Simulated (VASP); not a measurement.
# MoS2: single point with PBE

**Experimental background.**

“Multiwavelength excitation Raman Scattering Analysis of bulk and 2 dimensional MoS2: Vibrational properties of atomically thin MoS2 layers”, 2015, arxiv:1506.03228 reports, for a bulk crystal of MoS2 at 300 K: band gap 1.3 eV (indirect).

MoS2:

```
Mo S
1.0
     3.17302    0.00000    0.00000
    -1.58651    2.74792    0.00000
     0.00000    0.00000   12.43591
Mo S
2 4
Direct
  0.33333 0.66667 0.25000
  0.66667 0.33333 0.75000
  0.33333 0.66667 0.62490
  0.66667 0.33333 0.12490
  0.33333 0.66667 0.87510
  0.66667 0.33333 0.37510
```

- Program: VASP 6.6.1
- Task: single point
- Functional: PBE
- Potentials or basis: VASP PAW PBE potentials, release 64 (Mo_sv, S)
- Cutoff: 520 eV
- k mesh: 9 × 9 × 2
- Occupations: gaussian, width 0.01 eV
- Spin: no spin polarisation

- Pressure: 2.3 GPa
- Largest force: 0.098 eV/Å
- Band gap on the k mesh: 1.02 eV, indirect (least direct gap 1.64 eV)

Forces in eV/Å, atoms in the order of the input:
```
Mo   0.000  0.000  0.000
Mo   0.000  0.000  0.000
S    0.000  0.000 -0.098
S    0.000  0.000 -0.098
S    0.000  0.000  0.098
S    0.000  0.000  0.098
```

Stress tensor (GPa, compression positive):
```
1.81 0.00 0.00
0.00 1.81 0.00
0.00 0.00 3.16
```

Levels at points of the mesh, in eV from the valence-band top:
| k point | band 24 | band 25 | band 26 | band 27 | band 28 | band 29 |
| --- | --- | --- | --- | --- | --- | --- |
| (0.00, 0.00, 0.00) | -1.25 | -1.08 | 0.00 | 2.11 | 2.11 | 2.14 |
| (0.00, 0.00, 0.50) | -2.18 | -0.27 | -0.27 | 2.12 | 2.12 | 2.12 |

It used 200 s of CPU time on 1 thread of AMD EPYC 7R13 Processor (Zen 3), with other jobs on the host.

Against the measured gap of MoS2, 1.3 eV (indirect; 300 K; “Multiwavelength excitation Raman Scattering Analysis of bulk and 2 dimensional MoS2: Vibrational properties of atomically thin MoS2 layers”, 2015, arxiv:1506.03228), the calculated 1.02 eV is off by -0.28 eV. Spin-orbit coupling on Mo is left out. The value is that of PBE on a finite k mesh, which can miss the band edges, without temperature or zero-point motion. Semilocal functionals fall short of measured gaps as a rule.

Caveat: this functional lacks dispersion, which binds the layers, so the pressure and a relaxed spacing across them are unreliable.
